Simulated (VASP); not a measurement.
The system is InSb.

```xyz
2
Lattice="0.0000 3.2391 3.2391 3.2391 0.0000 3.2391 3.2391 3.2391 0.0000" Properties=species:S:1:pos:R:3 pbc="T T T"
In    0.0000    0.0000    0.0000
Sb    4.8586    4.8586    4.8586
```

Base run:

```yaml
Program: VASP 6.6.1
Functional: PBE
Potentials_or_basis: VASP PAW PBE potentials, release 64 (In_d, Sb)
Cutoff: 520 eV
k_mesh: 13 × 13 × 13
Occupations: fermi-dirac, width 0.05 eV
Spin: no spin polarisation
```

Its results: band gap on the k mesh zero (filled and empty bands touch); pressure 3.1 GPa.

Problem. After a change of settings the same cell gave: band gap on the k mesh zero (filled and empty bands touch); pressure 4.8 GPa. Which change was it?
A. k mesh from 13 × 13 × 13 to 3 × 3 × 3
B. functional from PBE to PBEsol; k mesh from 13 × 13 × 13 to 9 × 9 × 9
C. further incar settings from ALGO = Normal; EDIFF = 1e-08; NBANDS = 16 to ALGO = Normal; EDIFF = 1e-06; NBANDS = 16
D. k mesh from 13 × 13 × 13 to 9 × 9 × 9

Solution. A.

Caveats: some runs use coarse meshes; spin-orbit coupling is left out, which moves the levels of the heavy elements.
